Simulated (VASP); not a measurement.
# FeO (I4/mmm) in VASP: further runs

The runs below take FeO through single point, with PBE.

Everything below comes from runs of VASP 6.6.1. Logs are shortened: lines on timing, memory, paths and dates and some standing lists are left out, and cuts for length are marked.

**1. The cell of the first run**

It takes space group I4/mmm (No. 139, tetragonal). The conventional cell has a = 3.204 Å, b = 3.204 Å, c = 4.167 Å, α = 90.00°, β = 90.00°, γ = 90.00°. Within 2.8 Å of Fe (site symmetry 4/mmm) lie 6 O at 2.08 to 2.27 Å. Within 2.8 Å of O (site symmetry 4/mmm) lie 6 Fe at 2.08 to 2.27 Å.

**2. Single point, PBE**

INCAR reads:

```
SYSTEM = FeO
  PREC = Accurate
  ENCUT = 520
  EDIFF = 1E-6
  ISMEAR = -1
  SIGMA = 0.05
  LREAL = .FALSE.
  LASPH = .TRUE.
  NELM = 100
  ALGO = Normal
  ISIF = 2
  LWAVE = .FALSE.
  LCHARG = .FALSE.
  GGA = PE
  NBANDS = 14
```

KPOINTS reads:

```
Automatic mesh
0
G
  12 12 12
  0 0 0
```

POSCAR reads:

```
FeO
1.0
   -1.6021034130      1.6021034130      2.0833922500
    1.6021034130     -1.6021034130      2.0833922500
    1.6021034130      1.6021034130     -2.0833922500
Fe O
1 1
Direct
    0.0000000000      0.0000000000      0.0000000000
    0.5000000000      0.5000000000      0.0000000000
```

Potentials or basis: VASP PAW PBE potentials, release 64 (Fe, O).

On the command line:

```sh
cat potpaw_PBE.64/Fe/POTCAR potpaw_PBE.64/O/POTCAR > POTCAR
mpirun -np 1 vasp_std > vasp.out
```

OUTCAR:

```text
SYSTEM = FeO
   PREC = Accurate
   ENCUT = 520
   EDIFF = 1E-6
   ISMEAR = -1
   LREAL = .FALSE.
   LASPH = .TRUE.
   NELM = 100
   ISIF = 2
   GGA = PE

 ion  position               nearest neighbor table
   1  0.000  0.000  0.000-   2 2.08   2 2.08   2 2.27   2 2.27   2 2.27   2 2.27
   2  0.500  0.500  0.000-   1 2.08   1 2.08   1 2.27   1 2.27   1 2.27   1 2.27

  LATTYP: Found a body centered tetragonal cell.
 ALAT       =     3.2042068260
 C/A-ratio  =     1.3004105934

  Lattice vectors:

 A1 = (  -1.6021034130,   1.6021034130,   2.0833922500)
 A2 = (   1.6021034130,  -1.6021034130,   2.0833922500)
 A3 = (   1.6021034130,   1.6021034130,  -2.0833922500)

Analysis of symmetry for initial positions (statically):
=====================================================================
 Subroutine PRICEL returns:
 Original cell was already a primitive cell.

 Routine SETGRP: Setting up the symmetry group for a
 body centered tetragonal supercell.

 Subroutine GETGRP returns: Found 16 space group operations
 (whereof 16 operations were pure point group operations)
 out of a pool of 16 trial point group operations.

The static configuration has the point symmetry D_4h.

Analysis of symmetry for dynamics (positions and initial velocities):
=====================================================================
 Subroutine PRICEL returns:
 Original cell was already a primitive cell.

 Routine SETGRP: Setting up the symmetry group for a
 body centered tetragonal supercell.

 Subroutine GETGRP returns: Found 16 space group operations
 (whereof 16 operations were pure point group operations)
 out of a pool of 16 trial point group operations.

The dynamic configuration has the point symmetry D_4h.

 Subroutine INISYM returns: Found 16 space group operations
 (whereof 16 operations are pure point group operations),
 and found     1 'primitive' translations

----------------------------------------------------------------------------------------

                                     Primitive cell

  volume of cell :      21.3901

  direct lattice vectors                    reciprocal lattice vectors
    -1.602103413  1.602103413  2.083392250     0.000000000  0.312089717  0.239993213
     1.602103413 -1.602103413  2.083392250     0.312089717  0.000000000  0.239993213
     1.602103413  1.602103413 -2.083392250     0.312089717  0.312089717  0.000000000

  length of vectors
     3.077985373  3.077985373  3.077985373     0.393696245  0.393696245  0.441361510

[... 89 lines left out ...]
   TEBEG  =    0.0;   TEEND  =   0.0 temperature during run
   PSTRESS=    0.0 pullay stress
   NELECT =      14.0000    total number of electrons
   NUPDOWN=      -1.0000    fix difference up-down
   EMIN   =  10.00;   EMAX   =-10.00  energy-range for DOS
   EFERMI =   0.00;   METHOD = LEGACY
   ISMEAR =    -1;   SIGMA  =   0.05  broadening in eV -4-tet -1-fermi 0-gaus
   EFERMI_NEDOS =   21; number of points for ismear=-14 and -15
   IALGO  =     38    algorithm
   IMIX   =      4    mixing-type and parameters
     AMIX     =   0.40;   BMIX     =  1.00
     AMIX_MAG =   1.60;   BMIX_MAG =  1.00
  volume/ion in A,a.u.               =      10.70        72.17
  Fermi-wavevector in a.u.,A,eV,Ry     =   1.421391  2.686039 27.488551  2.020352
  Thomas-Fermi vector in A             =   2.542205
   LORBIT       =      0    0 simple, 1 ext, 2 COOP (PROOUT), +10 PAW based schemes
   GGA     = PE    functional components
   LHFCALC =     F    Hartree Fock is set to
   AEXX    =    0.0000 exact exchange contribution
   IVDW    =     0    specifies the selected vdW correction
   LEPSILON=     F    determine dielectric tensor
   LRPA    =     F    only Hartree local field effects (RPA)
 non-spin polarized calculation
  energy-cutoff  :      520.00
  volume of cell :       21.39
 maximum number of plane-waves:       588
   NGX = 11   NGY = 11   NGZ = 11

 number of electron      14.0000003 magnetization

 Free energy of the ion-electron system (eV)
  ---------------------------------------------------
  ext. energy  EPLUGINS =         0.00000000
  ---------------------------------------------------
  free energy    TOTEN  =       -13.31327407 eV

  energy without entropy =      -13.24406869  energy(sigma->0) =      -13.27867138

 E-fermi :   4.7646     XC(G=0): -11.8486

 val. band max:        4.7640407237   @ k =  -0.2500  -0.2500   0.0833
 cond. band min:       4.7651994372   @ k =  -0.4167   0.3333   0.0000
 fundamental gap:      0.0011587135
 Fermi energy:         4.7645517812

 k-point     1 :       0.0000    0.0000    0.0000
  band No.  band energies     occupation
      1     -15.1818      2.00000
      2       1.2093      2.00000
      3       1.4732      2.00000
      4       1.4732      2.00000
      5       3.4838      2.00000
      6       3.4838      2.00000
      7       3.8477      2.00000
      8       3.9275      2.00000
      9       4.0278      2.00000
     10       5.7548      0.00000
     11      20.8909      0.00000
     12      22.5321      0.00000
     13      22.5321      0.00000
     14      22.5836      0.00000
[... 377 lines left out ...]
      1     -14.3919      2.00000
      2      -1.8883      2.00000
      3      -0.3856      2.00000
      4       0.0494      2.00000
      5       3.7976      2.00000
      6       4.5174      1.98583
      7       4.6588      1.78469
      8       5.3496      0.00002
      9       5.7991      0.00000
     10      10.1117      0.00000
     11      14.3948      0.00000
     12      16.5630      0.00000
     13      19.5431      0.00000
     14      23.4768      0.00000

 [... further k-points ...]

------------------------ aborting loop because EDIFF is reached ----------------------------------------

  FORCE on cell =-STRESS in cart. coord.  units (eV):
  Direction    XX          YY          ZZ          XY          YZ          ZX
  --------------------------------------------------------------------------------------
  -------------------------------------------------------------------------------------
  Total       -3.8749302     -3.8749302     -4.0350350      0.0000000      0.0000000     -0.0000000
  in kB     -290.2433904   -290.2433904   -302.2356999      0.0000000      0.0000000     -0.0000000
  external PRESSURE =    -294.2408269 kB  Pullay stress =       0.0000000 kB

 VOLUME and BASIS-vectors are now :
 -----------------------------------------------------------------------------
  energy-cutoff  :      520.00
  volume of cell :       21.39
      direct lattice vectors                 reciprocal lattice vectors
    -1.602103413  1.602103413  2.083392250     0.000000000  0.312089717  0.239993213
     1.602103413 -1.602103413  2.083392250     0.312089717  0.000000000  0.239993213
     1.602103413  1.602103413 -2.083392250     0.312089717  0.312089717  0.000000000

 POSITION                                       TOTAL-FORCE (eV/Angst)
 -----------------------------------------------------------------------------------
      0.00000      0.00000      0.00000        -0.000000     -0.000000      0.000000
      0.00000      0.00000      2.08339         0.000000      0.000000     -0.000000
 -----------------------------------------------------------------------------------
    total drift:                               -0.000000      0.000000     -0.000000

  FREE ENERGIE OF THE ION-ELECTRON SYSTEM (eV)
  ---------------------------------------------------
  free  energy   TOTEN  =       -13.3132740733 eV

  energy  without entropy=      -13.2440686851  energy(sigma->0) =      -13.27867138
```

OSZICAR:

```text
N       E                     dE             d eps       ncg     rms          rms(c)
DAV:   1     0.741220684396E+02    0.74122E+02   -0.72244E+03  4724   0.117E+03
DAV:   2    -0.107671723648E+02   -0.84889E+02   -0.74476E+02  4978   0.236E+02
DAV:   3    -0.159180711490E+02   -0.51509E+01   -0.49273E+01  5032   0.645E+01
DAV:   4    -0.159687924243E+02   -0.50721E-01   -0.50675E-01  5062   0.646E+00
DAV:   5    -0.159693472279E+02   -0.55480E-03   -0.55480E-03  5242   0.717E-01    0.131E+01
DAV:   6    -0.168239457129E+02   -0.85460E+00   -0.32145E+01  4836   0.749E+01    0.224E+01
DAV:   7    -0.134772177036E+02    0.33467E+01   -0.28394E+01  5388   0.719E+01    0.491E+00
DAV:   8    -0.133108108945E+02    0.16641E+00   -0.79282E-01  5744   0.108E+01    0.200E+00
DAV:   9    -0.133282052242E+02   -0.17394E-01   -0.19071E-01  6684   0.483E+00    0.124E+00
DAV:  10    -0.133139736302E+02    0.14232E-01   -0.29134E-02  5668   0.224E+00    0.420E-01
DAV:  11    -0.133141721657E+02   -0.19854E-03   -0.17751E-02  6642   0.181E+00    0.309E-01
DAV:  12    -0.133137589454E+02    0.41322E-03   -0.84859E-04  5706   0.296E-01    0.222E-01
DAV:  13    -0.133132610346E+02    0.49791E-03   -0.16424E-03  6748   0.545E-01    0.387E-02
DAV:  14    -0.133132687583E+02   -0.77237E-05   -0.57360E-05  4800   0.800E-02    0.267E-02
DAV:  15    -0.133132736472E+02   -0.48889E-05   -0.28685E-05  4858   0.922E-02    0.156E-02
DAV:  16    -0.133132740733E+02   -0.42611E-06   -0.26960E-06  2676   0.220E-02
   1 F= -.13313274E+02 E0= -.13278671E+02  d E =-.692054E-01
```

stdout:

```text
POSCAR found type information on POSCAR FeO
 POSCAR found :  2 types and       2 ions
 scaLAPACK will be used
 LDA part: xc-table for (Slater+PW92), standard interpolation
 POSCAR, INCAR and KPOINTS ok, starting setup
 FFT: planning ... GRIDC
 FFT: planning ... GRID_SOFT
 FFT: planning ... GRID
 WAVECAR not read
 entering main loop
```

Run time: 78 s. Hardware: 1 thread of Intel Xeon 8259CL, shared host; peak memory 0.17 GiB.

What came out:

```yaml
Free_energy: -13.3133 eV
Pressure: -29.4 GPa
Band_gap_on_the_k_mesh: zero (bands 7 and 8 overlap by 0.88 eV)
```

Stress tensor (GPa, compression positive):
```
-29.02   0.00   0.00
  0.00 -29.02   0.00
  0.00   0.00 -30.22
```

Levels at points of the mesh, in eV from the Fermi level:
```
           k point  band 4  band 5  band 6  band 7  band 8  band 9  band 10  band 11
(0.00, 0.00, 0.00)   -3.29   -1.28   -1.28   -0.92   -0.84   -0.74     0.99    16.13
(0.50, 0.00, 0.00)   -5.06   -0.29   -0.22   -0.02    1.34    1.79     4.83     8.83
(0.50, 0.50, 0.00)   -4.03   -2.18   -0.39    0.01    0.03    0.04     6.26     8.62
(0.50, 0.50, 0.50)   -4.51   -2.09   -0.16   -0.04   -0.04    0.01     6.41     9.66
```

Caveat: the cell stands under tension; the run has no spin polarisation, though such a crystal can be magnetic; semilocal functionals often make such compounds metallic where correlation or magnetic order opens a gap, which also shifts bond lengths.

**3. Single point, PBE, collinear spin, zero start**

INCAR reads:

```
PREC     = Accurate       # precision mode
ENCUT    = 520            # plane-wave cutoff, eV
EDIFF    = 1E-7           # SCF threshold, eV
ISMEAR   = -1             # smearing method
SIGMA    = 0.05           # smearing width, eV
LREAL    = F              # projectors in reciprocal space
LASPH    = T              # aspherical terms in the spheres
NELM     = 150            # most SCF steps
ALGO     = Normal         # electronic algorithm
ISIF     = 2              # what is computed and relaxed
LWAVE    = F              # write WAVECAR
LCHARG   = F              # write CHGCAR
ISPIN    = 2              # spin polarisation
MAGMOM   = 0 0            # initial moments
LORBIT   = 11             # projections on sites
NUPDOWN  = 0.0            # fixed moment
LMAXMIX  = 4              # l up to which the mixer works
GGA      = PE             # functional
NBANDS   = 18             # bands
```

KPOINTS reads:

```
Automatic mesh
0
Gamma
  10 10 10
```

POSCAR is that of step 2.

Potentials or basis: VASP PAW PBE potentials, release 64 (Fe, O).

On the command line:

```sh
cat potpaw_PBE.64/Fe/POTCAR potpaw_PBE.64/O/POTCAR > POTCAR
mpirun -np 1 vasp_std > vasp.out
```

It took 2.9 min on 1 thread of Intel Xeon 8259CL, shared host; peak memory 0.19 GiB.

It converged, with:

- Free energy: -13.3152 eV
- Pressure: -29.6 GPa
- Net moment: 0.00 μB per cell
- Valence electrons inside the program's atomic spheres: Fe 6.78; O 4.90

Stress tensor (GPa, compression positive):
```
-29.17   0.00   0.00
  0.00 -29.17   0.00
  0.00   0.00 -30.45
```

Caveat: the cell stands under tension; the total moment is fixed, so each spin has its own Fermi level.

[end of part 1 of 2]
